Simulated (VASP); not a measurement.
Input of a VASP 6.6.1 run:

INCAR

```
ALGO = Normal
EDIFF = 1E-7
ENCUT = 520
GGA = PS
ISIF = 2
ISMEAR = -1
LASPH = T
LCHARG = T
LELF = T
LREAL = F
LVHAR = T
LWAVE = F
NBANDS = 18
NELM = 80
PREC = Accurate
SIGMA = 0.05
```

Contents of KPOINTS:

```
k-points
0
Gamma
  13 13 13
```

The input POSCAR:

```
ZnAu
1.0
    3.1364748378      0.0000000000      0.0000000000
    0.0000000000      3.1364748378      0.0000000000
    0.0000000000      0.0000000000      3.1364748378
Zn Au
1 1
Direct
    0.5000000000      0.5000000000      0.5000000000
    0.0000000000      0.0000000000      0.0000000000
```

Potentials or basis: VASP PAW PBE potentials, release 64 (Zn, Au).

Launch:

```bash
$ cat potpaw_PBE.64/Zn/POTCAR potpaw_PBE.64/Au/POTCAR > POTCAR
$ mpirun -np 1 vasp_std > vasp.out
```

Task: Predict the band gap on the k mesh.

Result: Zero (an odd number of electrons rules out a gap without spin polarisation).

Task: Predict the pressure.

Result: -0.9 GPa.

Caveat: the PAW data sets were made with another functional, which shifts forces and pressure a little; spin-orbit coupling is left out, which moves the levels of the heavy elements.
